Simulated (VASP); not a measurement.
Wanted: the native input for a VASP 6.6.1 run.

```
Task                   : single point
Functional             : PBE
Potentials or basis    : VASP PAW PBE potentials, release 64 (Si, N)
Cutoff                 : 520 eV
k mesh                 : 6 × 6 × 6
Occupations            : fermi-dirac, width 0.02 eV
Spin                   : no spin polarisation
Dipole correction      : no
Further INCAR settings : ALGO = Normal; EDIFF = 1e-06; NBANDS = 45
```

The structure of Si3N4 lies in POSCAR:

```
Si3N4
1.0
    0.0000000000      3.8382500000      3.8382500000
    3.8382500000      0.0000000000      3.8382500000
    3.8382500000      3.8382500000      0.0000000000
Si N
6 8
Direct
    0.1250000000      0.1250000000      0.1250000000
    0.6250000000      0.1250000000      0.1250000000
    0.1250000000      0.1250000000      0.6250000000
    0.1250000000      0.6250000000      0.1250000000
    0.5000000000      0.5000000000      0.5000000000
    0.7500000000      0.7500000000      0.7500000000
    0.8822201174      0.8822201174      0.8822201174
    0.8966603523      0.3677798826      0.3677798826
    0.8822201174      0.8822201174      0.3533396477
    0.3677798826      0.8966603523      0.3677798826
    0.3533396477      0.8822201174      0.8822201174
    0.3677798826      0.3677798826      0.3677798826
    0.8822201174      0.3533396477      0.8822201174
    0.3677798826      0.3677798826      0.8966603523
```

The input as run:

INCAR

```
PREC = Accurate
ENCUT = 520
EDIFF = 1E-6
ISMEAR = -1
SIGMA = 0.02
LREAL = False
LASPH = True
NELM = 100
ALGO = Normal
ISIF = 2
LWAVE = False
LCHARG = False
GGA = PE
NBANDS = 45
```

KPOINTS

```
regular mesh
0
Gamma
  6 6 6
```

Potentials or basis: VASP PAW PBE potentials, release 64 (Si, N).

The run is started by

```bash
$ cat potpaw_PBE.64/Si/POTCAR potpaw_PBE.64/N/POTCAR > POTCAR
$ mpirun -np 1 vasp_std > vasp.out
```

It gave:

```yaml
Pressure: 13.8 GPa
Largest_force: 0.008 eV/Å
Band_gap_on_the_k_mesh: 3.50 eV, indirect (least direct gap 3.53 eV)
```

It took 97 s on 1 thread of Intel(R) Xeon(R) Platinum 8175M CPU @ 2.50GHz (Skylake/Cascade Lake) (shared host), peak memory 0.25 GiB.
